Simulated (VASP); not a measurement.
Crystal: Si2B2C.

```
Si B C
1.0
     4.28531    0.00000    0.00000
     0.00000    4.28531    0.00000
     0.00000    0.00000    2.89715
Si B C
2 2 1
Direct
  0.50000 0.00000 0.50000
  0.00000 0.50000 0.50000
  0.00000 0.00000 0.00000
  0.50000 0.50000 0.50000
  0.00000 0.00000 0.50000
```

The cell was generated, and may not be a known phase.

| Quantity | Value |
| --- | --- |
| Program | VASP 6.6.1 |
| Task | relaxation of cell and atoms |
| Functional | PBE |
| Potentials or basis | VASP PAW PBE potentials, release 64 (Si, B, C) |
| Cutoff | 600 eV |
| k mesh | 10 × 10 × 14 |
| Occupations | gaussian, width 0.1 eV |
| Spin | no spin polarisation |

At the start: pressure -0.7 GPa; volume 10.64 Å³/atom.

**Question.** Where does the relaxation end?

**Answer.** Over 5 steps the energy falls by 3.9 meV/atom and the volume is 10.66 Å³/atom (+0.2 %); space group P4/mmm (No. 123, to 0.1 Å) before and after.

Step by step:
```csv
step,energy change (eV),largest force (eV/Å),pressure (GPa),volume (Å³)
1,0.0000,0.0000,-0.67,53.20
2,-0.0135,0.0000,1.78,52.85
3,-0.0186,0.0000,0.89,52.97
4,-0.0196,0.0000,-0.16,53.38
5,-0.0196,0.0000,-0.01,53.32
```

Final structure:
```
CELL_PARAMETERS angstrom
4.31764 0.00000 0.00000
0.00000 4.31764 0.00000
0.00000 0.00000 2.86013
ATOMIC_POSITIONS crystal
Si 0.50000 0.00000 0.50000
Si 0.00000 0.50000 0.50000
B 0.00000 0.00000 0.00000
B 0.50000 0.50000 0.50000
C 0.00000 0.00000 0.50000
```
